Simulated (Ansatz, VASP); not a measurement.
BaTe: VASP beside Ansatz

File INCAR:

```
SYSTEM = BaTe
ALGO     = Normal         ! electronic algorithm
EDIFF    = 1E-6           ! SCF threshold, eV
EDIFFG   = -0.01          ! ionic threshold
ENCUT    = 600            ! plane-wave cutoff, eV
GGA      = PE             ! functional
IBRION   = 2              ! ionic algorithm
ISIF     = 3              ! what is computed and relaxed
ISMEAR   = 0              ! smearing method
LASPH    = .True.         ! aspherical terms in the spheres
LCHARG   = .False.        ! write CHGCAR
LREAL    = .False.        ! projectors in reciprocal space
LWAVE    = .False.        ! write WAVECAR
NELM     = 100            ! most SCF steps
NSW      = 100            ! ionic steps
PREC     = Accurate       ! precision mode
SIGMA    = 0.02           ! smearing width, eV
```

The input KPOINTS:

```
k-points
0
Gamma
  8 8 8
  0 0 0
```

POSCAR

```
BaTe
1.0
   -3.1320331619      3.1320331619      2.5532604647
    3.1320331619     -3.1320331619      2.5532604647
    3.1320331619      3.1320331619     -2.5532604647
Ba Te
1 1
Direct
    0.2500000000      0.7500000000      0.5000000000
    0.0000000000      0.0000000000      0.0000000000
```

Input for Ansatz:

```yaml
crystal:
  lattice:
    - [-3.1320331619, 3.1320331619, 2.5532604647]
    - [3.1320331619, -3.1320331619, 2.5532604647]
    - [3.1320331619, 3.1320331619, -2.5532604647]
  atoms:
    - { symbol: Ba, position: [0.25, 0.75, 0.5] }
    - { symbol: Te, position: [0.0, 0.0, 0.0] }
basis:
  ecutwfc: 420
kpoints:
  mp_grid: { grid: [8, 8, 8] }
hamiltonian:
  xc: pbe
scf:
  occupations: { method: gaussian, width: 0.02 }
output:
  forces: true
  stress: true
  eigenvalues: true
relax:
  adjacent_minimum: "off"
  f_tol: 0.01
  max_steps: 80
  cell: { stress_tol: 0.05 }
```

Alike in both runs: task relaxation of cell and atoms; functional PBE; k mesh 8 × 8 × 8; occupations gaussian, width 0.02 eV; no spin polarisation.

|  | VASP | Ansatz |
| --- | --- | --- |
| version | VASP 6.6.1 | Ansatz 0.2.0 |
| potentials or method | VASP PAW PBE potentials, release 64 (Ba_sv, Te), cutoff 600 eV | scalar-relativistic, plane waves, PAW |
| valence electrons in the cell | 16 | 26 |

VASP gave:

```
gap on the k mesh at the Fermi level, each at its own relaxed structure (eV) : 1.85
relaxed volume (Å³/atom)                                                     : 50.74
relaxed cell length with the largest relative difference (Å)                 : 5.134
```

Question: Estimate Ansatz's values.

Answer: gap on the k mesh at the Fermi level, each at its own relaxed structure (eV): 1.90; relaxed volume (Å³/atom): 50.09; relaxed cell length with the largest relative difference (Å): 5.113.

VASP's potentials hold 16 valence electrons a cell and Ansatz's 26, so a difference there can come from the potentials and not from the codes.

Spin-orbit coupling is off throughout.
